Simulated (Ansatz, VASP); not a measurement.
# Two plane-wave programs on SnSe

The input INCAR:

```
SYSTEM = SnSe
PREC     = Accurate       ! precision mode
ENCUT    = 520            ! plane-wave cutoff, eV
EDIFF    = 1E-6           ! SCF threshold, eV
ISMEAR   = 0              ! smearing method
SIGMA    = 0.05           ! smearing width, eV
LREAL    = .FALSE.        ! projectors in reciprocal space
LASPH    = .TRUE.         ! aspherical terms in the spheres
NELM     = 100            ! most SCF steps
ALGO     = Normal         ! electronic algorithm
ISIF     = 2              ! what is computed and relaxed
LWAVE    = .FALSE.        ! write WAVECAR
LCHARG   = .TRUE.         ! write CHGCAR
GGA      = CA             ! functional
LELF     = .TRUE.         ! ELF
LVHAR    = .TRUE.       
NBANDS   = 17             ! bands
```

Contents of KPOINTS:

```
Automatic mesh
0
G
  8 8 8
  0 0 0
```

File POSCAR:

```
SnSe
1.0
    0.0000000000      3.0100000000      3.0100000000
    3.0100000000      0.0000000000      3.0100000000
    3.0100000000      3.0100000000      0.0000000000
Sn Se
1 1
Direct
   -0.0332225914     -0.0332225914      0.0332225914
    0.5000000000      0.5000000000      0.5000000000
```

Input for Ansatz:

```yaml
crystal:
  lattice:
    - [0.0, 3.01, 3.01]
    - [3.01, 0.0, 3.01]
    - [3.01, 3.01, 0.0]
  atoms:
    - { symbol: Sn, position: [-0.0332225914, -0.0332225914, 0.0332225914] }
    - { symbol: Se, position: [0.5, 0.5, 0.5] }
basis:
  ecutwfc: 420
kpoints:
  mp_grid: { grid: [8, 8, 8] }
hamiltonian:
  xc: lda
scf:
  occupations: { method: gaussian, width: 0.05 }
output:
  forces: true
  stress: true
  eigenvalues: true
```

Alike in both runs: task single point; functional LDA; k mesh 8 × 8 × 8; occupations gaussian, width 0.05 eV; no spin polarisation.

```csv
,VASP,Ansatz
version,VASP 6.6.1,Ansatz 0.2.0
potentials or method,"VASP PAW LDA potentials, release 64 (Sn_d, Se), cutoff 520 eV","scalar-relativistic, plane waves, PAW"
valence electrons in the cell,20,30
```

```tsv
	VASP	Ansatz	Ansatz less VASP
gap on the k mesh at the Fermi level (eV)	0.80	0.79	-0.015
least direct gap on the mesh (eV)	0.80	0.79	-0.017
pressure (GPa)	-2.7	-2.8	-0.10
traceless stress, the component that is largest in VASP (GPa)	0.74	0.73	-0.010
rms of the force components (eV/Å)	0.040	0.034	-0.0059
```

LDA's correlation is that of Perdew and Zunger in VASP and of Perdew and Wang (1992) in Ansatz. Atom by atom the forces differ by 0.006 eV/Å (rms over components). VASP's potentials hold 20 valence electrons a cell and Ansatz's 30, so a difference there can come from the potentials and not from the codes.
